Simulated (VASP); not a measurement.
# Rh (P6_3/mmc) in VASP: notebook

Rh is run at these levels: LDA; tasks: single point.

All numbers are computed with VASP 6.6.1; they aren't measurements. Logs are shortened: lines on timing, memory, paths and dates and some standing lists are left out, and cuts for length are marked.

**1. The cell of the first run**

Symmetry: P6_3/mmc, No. 194, hexagonal system. Conventional cell: a = 2.731 Å, b = 2.731 Å, c = 4.428 Å, α = 90.00°, β = 90.00°, γ = 120.00°. Rh (site symmetry -6m2) has 12 Rh at 2.72 to 2.73 Å within 3.6 Å.

**2. Single point, LDA**

Input file INCAR:

```
SYSTEM = Rh
PREC = Accurate
ENCUT = 520
EDIFF = 1E-6
ISMEAR = 1
SIGMA = 0.1
LREAL = .FALSE.
LASPH = .TRUE.
NELM = 100
ALGO = Normal
ISIF = 2
LWAVE = .FALSE.
LCHARG = .FALSE.
GGA = CA
NBANDS = 22
```

Input file KPOINTS:

```
Automatic mesh
0
G
  6 6 3
  0 0 0
```

Input file POSCAR:

```
Rh
1.0
    2.7309790000      0.0000000000      0.0000000000
   -1.3654900000      2.3650970000      0.0000000000
    0.0000000000      0.0000000000      4.4284890000
Rh
2
Direct
    0.6666666667      0.3333333333      0.7500000000
    0.3333333333      0.6666666667      0.2500000000
```

Potentials or basis: VASP PAW LDA potentials, release 64 (Rh_pv).

Started as:

```bash
> cat potpaw_LDA.64/Rh_pv/POTCAR > POTCAR
> mpirun -np 1 vasp_std > vasp.out
```

OUTCAR:

```text
SYSTEM = Rh
   PREC = Accurate
   ENCUT = 520
   EDIFF = 1E-6
   ISMEAR = 1
   LREAL = .FALSE.
   LASPH = .TRUE.
   NELM = 100
   ISIF = 2
   GGA = CA

 ion  position               nearest neighbor table
   1  0.667  0.333  0.750-   2 2.72   2 2.72   2 2.72   2 2.72   2 2.72   2 2.72
   2  0.333  0.667  0.250-   1 2.72   1 2.72   1 2.72   1 2.72   1 2.72   1 2.72

  LATTYP: Found a hexagonal cell.
 ALAT       =     2.7309790000
 C/A-ratio  =     1.6215756328

  Lattice vectors:

 A1 = (   2.7309790000,   0.0000000000,   0.0000000000)
 A2 = (  -1.3654900000,   2.3650970000,   0.0000000000)
 A3 = (   0.0000000000,   0.0000000000,   4.4284890000)

Analysis of symmetry for initial positions (statically):
=====================================================================
 Subroutine PRICEL returns:
 Original cell was already a primitive cell.

 Routine SETGRP: Setting up the symmetry group for a
 hexagonal supercell.

 Subroutine GETGRP returns: Found 24 space group operations
 (whereof 12 operations were pure point group operations)
 out of a pool of 24 trial point group operations.

The static configuration has the point symmetry D_3d.
 The point group associated with its full space group is D_6h.

Analysis of symmetry for dynamics (positions and initial velocities):
=====================================================================
 Subroutine PRICEL returns:
 Original cell was already a primitive cell.

 Routine SETGRP: Setting up the symmetry group for a
 hexagonal supercell.

 Subroutine GETGRP returns: Found 24 space group operations
 (whereof 12 operations were pure point group operations)
 out of a pool of 24 trial point group operations.

The dynamic configuration has the point symmetry D_3d.
 The point group associated with its full space group is D_6h.

 Subroutine INISYM returns: Found 24 space group operations
 (whereof 12 operations are pure point group operations),
 and found     1 'primitive' translations

----------------------------------------------------------------------------------------

                                     Primitive cell

  volume of cell :      28.6037

  direct lattice vectors                    reciprocal lattice vectors
     2.730979000  0.000000000  0.000000000     0.366169055  0.211407897  0.000000000
    -1.365490000  2.365097000  0.000000000     0.000000000  0.422815639  0.000000000
     0.000000000  0.000000000  4.428489000     0.000000000  0.000000000  0.225810655

  length of vectors
     2.730979000  2.730979084  4.428489000     0.422815652  0.422815639  0.225810655

  position of ions in fractional coordinates (direct lattice)
     0.666666667  0.333333333  0.750000000
     0.333333333  0.666666667  0.250000000

  ion indices of the primitive-cell ions
   primitive index   ion index
                 1           1
                 2           2

----------------------------------------------------------------------------------------

 KPOINTS: Automatic mesh

Automatic generation of k-mesh.
 Grid dimensions read from file:
 generate k-points for:    6    6    3

 Generating k-lattice:

  Cartesian coordinates                     Fractional coordinates (reciprocal lattice)
     0.061028176  0.035234650  0.000000000     0.166666667  0.000000000  0.000000000
     0.000000000  0.070469273  0.000000000     0.000000000  0.166666667  0.000000000
     0.000000000  0.000000000  0.075270218     0.000000000  0.000000000  0.333333333

  Length of vectors
     0.070469275  0.070469273  0.075270218

  Shift w.r.t. Gamma in fractional coordinates (k-lattice)
     0.000000000  0.000000000  0.000000000

 Subroutine IBZKPT returns following result:
 ===========================================

 Found     14 irreducible k-points:

 Following reciprocal coordinates:
            Coordinates               Weight
  0.000000  0.000000  0.000000      1.000000
  0.166667  0.000000  0.000000      6.000000
  0.333333  0.000000  0.000000      6.000000
  0.500000  0.000000  0.000000      3.000000
  0.166667  0.166667  0.000000      6.000000
  0.333333  0.166667  0.000000     12.000000
  0.333333  0.333333  0.000000      2.000000
  0.000000  0.000000  0.333333      2.000000
  0.166667  0.000000  0.333333     12.000000
  0.333333  0.000000  0.333333     12.000000
  0.500000  0.000000  0.333333      6.000000
  0.166667  0.166667  0.333333     12.000000
  0.333333  0.166667  0.333333     24.000000
  0.333333  0.333333  0.333333      4.000000
   k-points           NKPTS =     14   k-points in BZ     NKDIM =     14   number of bands    NBANDS=     22
   number of dos      NEDOS =    301   number of ions     NIONS =      2
   total plane-waves  NPLWV =  14400
   dimension x,y,z NGX =    20 NGY =   20 NGZ =   36
   dimension x,y,z NGXF=    40 NGYF=   40 NGZF=   72
   ions per type =               2
   NGX,Y,Z   is equivalent  to a cutoff of  12.17, 12.17, 13.51 a.u.
   NGXF,Y,Z  is equivalent  to a cutoff of  24.35, 24.35, 27.03 a.u.
 SYSTEM =  Rh
   PREC   = accura    normal or accurate (medium, high low for compatibility)
   ISTART =      0    job   : 0-new  1-cont  2-samecut
   ICHARG =      2    charge: 1-file 2-atom 10-const
   ISPIN  =      1    spin polarized calculation?
   LNONCOLLINEAR =      F non collinear calculations
   LSORBIT =      F    spin-orbit coupling
   LASPH  =      T    aspherical Exc in radial PAW
   ENCUT  =  520.0 eV  38.22 Ry    6.18 a.u.   5.08  5.08  8.23*2*pi/ulx,y,z
   NELM   =    100;   NELMIN=  2; NELMDL= -5     # of ELM steps
   EDIFF  = 0.1E-05   stopping-criterion for ELM
   LREAL  =      F    real-space projection
   EDIFFG = 0.1E-04   stopping-criterion for IOM
   NSW    =      0    number of steps for IOM
   IBRION =     -1    ionic relax: 0-MD 1-quasi-New 2-CG
   NFREE  =      0    steps in history (QN), initial steepest desc. (CG)
   ISIF   =      2    stress and relaxation
   ISYM   =      2    0-nonsym 1-usesym 2-fastsym
   POTIM  = 0.5000    time-step for ionic-motion
   TEBEG  =    0.0;   TEEND  =   0.0 temperature during run
   PSTRESS=    0.0 pullay stress
   NELECT =      30.0000    total number of electrons
   NUPDOWN=      -1.0000    fix difference up-down
   EMIN   =  10.00;   EMAX   =-10.00  energy-range for DOS
   EFERMI =   0.00;   METHOD = LEGACY
   ISMEAR =     1;   SIGMA  =   0.10  broadening in eV -4-tet -1-fermi 0-gaus
   EFERMI_NEDOS =   21; number of points for ismear=-14 and -15
   IALGO  =     38    algorithm
   IMIX   =      4    mixing-type and parameters
     AMIX     =   0.40;   BMIX     =  1.00
     AMIX_MAG =   1.60;   BMIX_MAG =  1.00
  volume/ion in A,a.u.               =      14.30        96.51
  Fermi-wavevector in a.u.,A,eV,Ry     =   1.663314  3.143208 37.642069  2.766614
  Thomas-Fermi vector in A             =   2.750053
   LORBIT       =      0    0 simple, 1 ext, 2 COOP (PROOUT), +10 PAW based schemes
   GGA     = CA    functional components
   LHFCALC =     F    Hartree Fock is set to
   AEXX    =    0.0000 exact exchange contribution
   IVDW    =     0    specifies the selected vdW correction
   LEPSILON=     F    determine dielectric tensor
   LRPA    =     F    only Hartree local field effects (RPA)
 non-spin polarized calculation
 Methfessel and Paxton  Order N= 1 SIGMA  =   0.10
  energy-cutoff  :      520.00
  volume of cell :       28.60
 maximum number of plane-waves:       785
   NGX = 11   NGY = 11   NGZ = 17

 number of electron      30.0000008 magnetization

 Free energy of the ion-electron system (eV)
  ---------------------------------------------------
  ext. energy  EPLUGINS =         0.00000000
  ---------------------------------------------------
  free energy    TOTEN  =       -17.11965196 eV

  energy without entropy =      -17.11194311  energy(sigma->0) =      -17.11708235

 E-fermi :  10.9408     XC(G=0): -14.1037

 val. band max:       10.9385589205   @ k =   0.3333   0.1667   0.3333
 cond. band min:      10.9596898377   @ k =   0.1667   0.1667   0.0000
 fundamental gap:      0.0211309172
 Fermi energy:        10.9407732843

 k-point     1 :       0.0000    0.0000    0.0000
  band No.  band energies     occupation
      1     -35.8338      2.00000
      2     -35.1800      2.00000
      3     -35.1800      2.00000
      4     -35.1734      2.00000
      5     -35.0854      2.00000
      6     -35.0854      2.00000
[... 14 lines left out ...]
     21      29.0680      0.00000
     22      29.7095      0.00000

 k-point     2 :       0.1667    0.0000    0.0000
  band No.  band energies     occupation
      1     -35.7789      2.00000
      2     -35.3013      2.00000
      3     -35.2186      2.00000
      4     -35.2099      2.00000
      5     -35.1971      2.00000
      6     -35.1056      2.00000
[... 14 lines left out ...]
     21      29.4873      0.00000
     22      29.7387      0.00000

 k-point     3 :       0.3333    0.0000    0.0000
  band No.  band energies     occupation
      1     -35.6461      2.00000
      2     -35.5447      2.00000
      3     -35.4486      2.00000
      4     -35.2917      2.00000
      5     -35.2673      2.00000
      6     -35.1494      2.00000
[... 14 lines left out ...]
     21      25.7505      0.00000
     22      26.8392      0.00000

 k-point     4 :       0.5000    0.0000    0.0000
  band No.  band energies     occupation
      1     -35.6664      2.00000
      2     -35.5635      2.00000
      3     -35.5483      2.00000
      4     -35.3337      2.00000
      5     -35.3270      2.00000
      6     -35.1722      2.00000
[... 14 lines left out ...]
     21      23.8736      0.00000
     22      24.7702      0.00000

 k-point     5 :       0.1667    0.1667    0.0000
  band No.  band energies     occupation
      1     -35.6840      2.00000
      2     -35.4348      2.00000
      3     -35.4179      2.00000
      4     -35.2614      2.00000
      5     -35.2451      2.00000
      6     -35.1731      2.00000
[... 14 lines left out ...]
     21      24.3210      0.00000
     22      28.0020      0.00000

 k-point     6 :       0.3333    0.1667    0.0000
  band No.  band energies     occupation
      1     -35.6026      2.00000
      2     -35.5497      2.00000
      3     -35.5176      2.00000
      4     -35.3708      2.00000
      5     -35.3323      2.00000
      6     -35.2427      2.00000
[... 14 lines left out ...]
     21      21.6739      0.00000
     22      26.1488      0.00000

 k-point     7 :       0.3333    0.3333    0.0000
  band No.  band energies     occupation
      1     -35.5686      2.00000
      2     -35.4730      2.00000
      3     -35.4730      2.00000
      4     -35.4331      2.00000
      5     -35.4331      2.00000
      6     -35.3706      2.00000
[... 14 lines left out ...]
     21      25.0816      0.00000
     22      25.0816      0.00000

 k-point     8 :       0.0000    0.0000    0.3333
  band No.  band energies     occupation
      1     -35.6729      2.00000
      2     -35.3428      2.00000
      3     -35.1564      2.00000
      4     -35.1564      2.00000
      5     -35.1091      2.00000
      6     -35.1091      2.00000
[... 14 lines left out ...]
     21      28.0257      0.00000
     22      29.7042      0.00000

 k-point     9 :       0.1667    0.0000    0.3333
  band No.  band energies     occupation
      1     -35.6535      2.00000
      2     -35.3888      2.00000
      3     -35.2601      2.00000
      4     -35.1905      2.00000
      5     -35.1902      2.00000
      6     -35.1340      2.00000
[... 14 lines left out ...]
     21      28.2760      0.00000
     22      28.7199      0.00000

 k-point    10 :       0.3333    0.0000    0.3333
  band No.  band energies     occupation
      1     -35.6715      2.00000
      2     -35.5685      2.00000
      3     -35.3959      2.00000
      4     -35.2700      2.00000
      5     -35.2564      2.00000
      6     -35.1852      2.00000
[... 14 lines left out ...]
     21      25.5891      0.00000
     22      27.6072      0.00000

 k-point    11 :       0.5000    0.0000    0.3333
  band No.  band energies     occupation
      1     -35.7385      2.00000
      2     -35.6739      2.00000
      3     -35.3949      2.00000
      4     -35.3008      2.00000
      5     -35.2886      2.00000
      6     -35.2112      2.00000
[... 14 lines left out ...]
     21      25.9676      0.00000
     22      26.4843      0.00000

 k-point    12 :       0.1667    0.1667    0.3333
  band No.  band energies     occupation
      1     -35.6442      2.00000
      2     -35.5053      2.00000
      3     -35.3549      2.00000
      4     -35.3003      2.00000
      5     -35.2112      2.00000
      6     -35.2014      2.00000
[... 14 lines left out ...]
     21      25.5369      0.00000
     22      27.0510      0.00000

 k-point    13 :       0.3333    0.1667    0.3333
  band No.  band energies     occupation
      1     -35.6836      2.00000
      2     -35.6288      2.00000
      3     -35.4192      2.00000
      4     -35.3517      2.00000
      5     -35.2890      2.00000
      6     -35.2401      2.00000
[... 14 lines left out ...]
     21      23.3333      0.00000
     22      26.0850      0.00000

 k-point    14 :       0.3333    0.3333    0.3333
  band No.  band energies     occupation
      1     -35.6175      2.00000
      2     -35.6175      2.00000
      3     -35.5196      2.00000
      4     -35.4207      2.00000
      5     -35.2859      2.00000
      6     -35.2859      2.00000
[... 14 lines left out ...]
     21      21.7142      0.00000
     22      21.7854      0.00000

------------------------ aborting loop because EDIFF is reached ----------------------------------------

  FORCE on cell =-STRESS in cart. coord.  units (eV):
  Direction    XX          YY          ZZ          XY          YZ          ZX
  --------------------------------------------------------------------------------------
  -------------------------------------------------------------------------------------
  Total       -2.6941365     -2.6941360     -4.5807983      0.0000006      0.0000000     -0.0000000
  in kB     -150.9062703   -150.9062459   -256.5835795      0.0000319      0.0000000     -0.0000000
  external PRESSURE =    -186.1320319 kB  Pullay stress =       0.0000000 kB

 VOLUME and BASIS-vectors are now :
 -----------------------------------------------------------------------------
  energy-cutoff  :      520.00
  volume of cell :       28.60
      direct lattice vectors                 reciprocal lattice vectors
     2.730979000  0.000000000  0.000000000     0.366169055  0.211407897  0.000000000
    -1.365490000  2.365097000  0.000000000     0.000000000  0.422815639  0.000000000
     0.000000000  0.000000000  4.428489000     0.000000000  0.000000000  0.225810655

 POSITION                                       TOTAL-FORCE (eV/Angst)
 -----------------------------------------------------------------------------------
      1.36549      0.78837      3.32137         0.000000      0.000000      0.000000
     -0.00000      1.57673      1.10712        -0.000000     -0.000000      0.000000
 -----------------------------------------------------------------------------------
    total drift:                                0.000000     -0.000000      0.000000

  FREE ENERGIE OF THE ION-ELECTRON SYSTEM (eV)
  ---------------------------------------------------
  free  energy   TOTEN  =       -17.1196519635 eV

  energy  without entropy=      -17.1119431124  energy(sigma->0) =      -17.11708235
```

Wall time 14 s (1 thread of Intel Xeon 8259CL, shared host); peak memory 0.13 GiB.

What came out:

```
Free energy            : -17.1197 eV
Pressure               : -18.6 GPa
Band gap on the k mesh : zero (band 15 reaches 11.63 eV, above the bottom of band 16 at 9.36 eV)
```

Caveat: the k points lie up to 0.47 Å⁻¹ apart.

**3. Single point, LDA**

Input file INCAR:

```
PREC = Accurate
ENCUT = 520
EDIFF = 1E-7
ISMEAR = 1
SIGMA = 0.1
LREAL = F
LASPH = T
NELM = 60
ALGO = Normal
ISIF = 2
LWAVE = F
LCHARG = F
GGA = CA
NBANDS = 22
```

Input file KPOINTS:

```
regular mesh
0
Gamma
  7 7 4
```

POSCAR is that of step 2.

Potentials or basis: VASP PAW LDA potentials, release 64 (Rh_pv).

Started as:

```bash
> cat potpaw_LDA.64/Rh_pv/POTCAR > POTCAR
> mpirun -np 1 vasp_std > vasp.out
```

Wall time 22 s (1 thread of Intel Xeon 8259CL, shared host); peak memory 0.13 GiB.

It converged, with:

* Free energy: -17.2364 eV
* Pressure: -19.6 GPa
* Band gap on the k mesh: zero (band 15 reaches 11.53 eV, above the bottom of band 16 at 9.54 eV)

Stress tensor (GPa, compression positive):
```
-20.49   0.00   0.00
  0.00 -20.49   0.00
  0.00   0.00 -17.95
```

Levels at points of the mesh, in eV from the Fermi level:
```
           k point  band 12  band 13  band 14  band 15  band 16  band 17  band 18  band 19
(0.00, 0.00, 0.00)    -2.48    -2.48    -1.85    -1.85     0.08     0.08     0.66     8.08
(0.00, 0.00, 0.50)    -3.06    -3.06    -3.06    -0.48    -0.48    -0.48    -0.48    14.56
```

Caveat: the k points lie up to 0.38 Å⁻¹ apart.

**4. Single point, LDA**

Input file INCAR:

```
SYSTEM = Rh
PREC     = Accurate       ! precision mode
ENCUT    = 520            ! plane-wave cutoff, eV
EDIFF    = 1E-6           ! SCF threshold, eV
ISMEAR   = 1              ! smearing method
SIGMA    = 0.1            ! smearing width, eV
LREAL    = .False.        ! projectors in reciprocal space
LASPH    = .True.         ! aspherical terms in the spheres
NELM     = 80             ! most SCF steps
ALGO     = Normal         ! electronic algorithm
ISIF     = 2              ! what is computed and relaxed
LWAVE    = .False.        ! write WAVECAR
LCHARG   = .True.         ! write CHGCAR
LELF     = .True.         ! ELF
LVHAR    = .True.       
NBANDS   = 22             ! bands
```

Input file KPOINTS:

```
regular mesh
0
Gamma
  9 9 5
  0 0 0
```

POSCAR is that of step 3.

Started as:

```bash
> cat potpaw_LDA.64/Rh_pv/POTCAR > POTCAR
> mpirun -np 1 vasp_std > vasp.out
```

Run time: 26 s. Hardware: 1 thread of Intel Xeon 8259CL, shared host; peak memory 0.14 GiB.

It converged, with:

* Free energy: -17.1597 eV
* Pressure: -18.9 GPa
* Band gap on the k mesh: zero (band 15 reaches 11.65 eV, above the bottom of band 16 at 9.67 eV)

Levels at points of the mesh, in eV from the Fermi level:
```csv
k point,band 13,band 14,band 15,band 16,band 17,band 18
"(0.00, 0.00, 0.00)",-2.36,-1.77,-1.77,0.15,0.15,0.73
```

**5. Single point, LDA**

Input file INCAR:

```
SYSTEM = Rh
PREC = Accurate
ENCUT = 520
EDIFF = 1E-7
ISMEAR = 1
SIGMA = 0.1
LREAL = .FALSE.
LASPH = .TRUE.
NELM = 60
ALGO = Normal
ISIF = 2
LWAVE = .FALSE.
LCHARG = .FALSE.
NBANDS = 22
```

Input file KPOINTS:

```
regular mesh
0
G
  12 12 6
  0 0 0
```

POSCAR is that of step 4.

Started as:

```bash
> cat potpaw_LDA.64/Rh_pv/POTCAR > POTCAR
> mpirun -np 1 vasp_std > vasp.out
```

Wall time 49 s (1 thread of Intel Xeon 8259CL, shared host); peak memory 0.15 GiB.

It converged, with:

```
Free energy            : -17.1633 eV
Pressure               : -18.9 GPa
Band gap on the k mesh : zero (band 15 reaches 11.67 eV, above the bottom of band 16 at 9.40 eV)
```

Stress tensor (GPa, compression positive):
```
-19.10   0.00   0.00
  0.00 -19.10   0.00
  0.00   0.00 -18.48
```

Levels at points of the mesh, in eV from the Fermi level:
| k point | band 11 | band 12 | band 13 | band 14 | band 15 | band 16 | band 17 | band 18 | band 19 | band 20 |
| --- | --- | --- | --- | --- | --- | --- | --- | --- | --- | --- |
| (0.00, 0.00, 0.00) | -2.87 | -2.38 | -2.38 | -1.78 | -1.78 | 0.15 | 0.15 | 0.73 | 8.17 | 15.88 |
| (0.50, 0.00, 0.00) | -2.57 | -2.12 | -2.03 | 0.42 | 0.60 | 0.70 | 2.92 | 4.93 | 9.97 | 10.46 |
| (0.00, 0.00, 0.50) | -2.97 | -2.97 | -2.97 | -2.97 | -0.40 | -0.40 | -0.40 | -0.40 | 14.64 | 14.64 |
| (0.50, 0.00, 0.50) | -1.56 | -1.56 | -0.27 | -0.27 | 0.59 | 0.59 | 2.60 | 2.60 | 8.92 | 8.92 |

**6. Summary**

```csv
k mesh,gap on the mesh (eV),pressure (GPa)
6 × 6 × 3,none,-18.6
7 × 7 × 4,none,-19.6
9 × 9 × 5,none,-18.9
12 × 12 × 6,none,-18.9
```

Alike in all rows: task single point; level LDA; potentials or basis VASP PAW LDA potentials, release 64 (Rh_pv); no spin polarisation; cell as given; cutoff (eV) 520; smearing methfessel-paxton 0.1 eV.

Caveats: some runs use coarse meshes.

Total energies depend on the potentials used, so only differences within one code and one set of settings carry meaning.
